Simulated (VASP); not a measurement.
Input of a VASP 6.6.1 run:

The input INCAR:

```
SYSTEM = LiNbO3
PREC = Accurate ; ENCUT = 750
EDIFF = 1E-6 ; ISMEAR = 0
SIGMA = 0.02 ; LREAL = .FALSE.
LASPH = .TRUE. ; NELM = 120
ALGO = Normal ; ISIF = 2
LWAVE = .FALSE. ; LCHARG = .FALSE.
GGA = CA ; NBANDS = 45
GGA_COMPAT = .FALSE.
```

File KPOINTS:

```
regular mesh
0
G
  6 6 6
  0 0 0
```

The input POSCAR:

```
LiNbO3
1.0
    2.5689000000      1.4831551065      4.4995666667
   -2.5689000000      1.4831551065      4.4995666667
    0.0000000000     -2.9663102130      4.4995666667
Li Nb O
2 2 6
Direct
    0.2500000000      0.2500000000      0.2500000000
    0.7500000000      0.7500000000      0.7500000000
    0.0000000000      0.0000000000      0.0000000000
    0.5000000000      0.5000000000      0.5000000000
    0.1243500000      0.3756500000      0.7500000000
    0.7500000000      0.1243500000      0.3756500000
    0.3756500000      0.7500000000      0.1243500000
    0.2500000000      0.8756500000      0.6243500000
    0.8756500000      0.6243500000      0.2500000000
    0.6243500000      0.2500000000      0.8756500000
```

Potentials or basis: VASP PAW LDA potentials, release 64 (Li_sv, Nb_sv, O).

Launch:

```sh
$ cat potpaw_LDA.64/Li_sv/POTCAR potpaw_LDA.64/Nb_sv/POTCAR potpaw_LDA.64/O/POTCAR > POTCAR
$ mpirun -np 1 vasp_std > vasp.out
```

**Question.** Estimate the band gap on the k mesh.

**Answer.** 2.60 eV (least direct gap 2.66 eV).

**Question.** Predict the largest force.

**Answer.** 0.064 eV/Å.

Forces in eV/Å, atoms in the order of the input:
```
Li   0.000  0.000  0.000
Li   0.000  0.000  0.000
Nb   0.000  0.000  0.000
Nb   0.000  0.000  0.000
O    0.064  0.000  0.000
O   -0.032  0.056  0.000
O   -0.032 -0.056  0.000
O    0.032 -0.056  0.000
O   -0.064  0.000  0.000
O    0.032  0.056  0.000
```

A k mesh can miss the band edges.
